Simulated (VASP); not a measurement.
Write the native input for VASP 6.6.1 that does the following.

- Task: single point
- Functional: PBE
- Potentials or basis: VASP PAW PBE potentials, release 64 (Sn_d, As)
- Cutoff: 520 eV
- k mesh: 4 × 4 × 4
- Occupations: gaussian, width 0.1 eV
- Spin: no spin polarisation
- Dipole correction: no
- Further INCAR settings: ALGO = Fast; EDIFF = 1e-07; NBANDS = 32

The structure of Sn3As lies in POSCAR:

```
Sn3As
1.0
    0.0000000000      3.9484394600      3.9484394600
    3.9484394600      0.0000000000      3.9484394600
    3.9484394600      3.9484394600      0.0000000000
Sn As
3 1
Direct
    0.7500000000      0.7500000000      0.7500000000
    0.5000000000      0.5000000000      0.5000000000
    0.2500000000      0.2500000000      0.2500000000
    0.0000000000      0.0000000000      0.0000000000
```

One way to write it, as run:

INCAR

```
PREC = Accurate
ENCUT = 520
EDIFF = 1E-7
ISMEAR = 0
SIGMA = 0.1
LREAL = F
LASPH = T
NELM = 80
ALGO = Fast
ISIF = 2
LWAVE = F
LCHARG = T
GGA = PE
LELF = T
LVHAR = T
NBANDS = 32
```

KPOINTS

```
regular mesh
0
Gamma
  4 4 4
```

Potentials or basis: VASP PAW PBE potentials, release 64 (Sn_d, As).

The run is started by

```console
$ cat potpaw_PBE.64/Sn_d/POTCAR potpaw_PBE.64/As/POTCAR > POTCAR
$ mpirun -np 1 vasp_std > vasp.out
```

Results of the run:

```yaml
Pressure: -7.1 GPa
```

It took 44 s on 1 thread of Oxide Virtual Turin-like Processor, with other jobs on the host, peak memory 0.22 GiB.
